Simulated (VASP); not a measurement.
Input of a VASP 6.6.1 run:

INCAR

```
SYSTEM = CsBr
ALGO     = Normal         ! electronic algorithm
EDIFF    = 1E-6           ! SCF threshold, eV
ENCUT    = 500            ! plane-wave cutoff, eV
GGA      = PE             ! functional
GGA_COMPAT= .False.      
ISIF     = 2              ! what is computed and relaxed
ISMEAR   = -1             ! smearing method
LASPH    = .True.         ! aspherical terms in the spheres
LCHARG   = .True.         ! write CHGCAR
LELF     = .True.         ! ELF
LREAL    = .False.        ! projectors in reciprocal space
LVHAR    = .True.       
LWAVE    = .False.        ! write WAVECAR
NBANDS   = 15             ! bands
NELM     = 120            ! most SCF steps
PREC     = Accurate       ! precision mode
SIGMA    = 0.1            ! smearing width, eV
```

File KPOINTS:

```
k-points
0
Gamma
  11 11 11
  0 0 0
```

The input POSCAR:

```
CsBr
1.0
    4.2367829843      0.0000000000      0.0000000000
    0.0000000000      4.2367829843      0.0000000000
    0.0000000000      0.0000000000      4.2367829843
Cs Br
1 1
Direct
    0.0000000000      0.0000000000      0.0000000000
    0.5000000000      0.5000000000      0.5000000000
```

Potentials or basis: VASP PAW PBE potentials, release 64 (Cs_sv, Br).

Launch:

```sh
$ cat potpaw_PBE.64/Cs_sv/POTCAR potpaw_PBE.64/Br/POTCAR > POTCAR
$ mpirun -np 1 vasp_std > vasp.out
```

(1) Predict the band gap on the k mesh.

(2) Estimate the pressure.

## Answers

(1) 4.65 eV, direct.

(2) 1.8 GPa.

Caveat: spin-orbit coupling is left out, which moves the levels of the heavy elements.
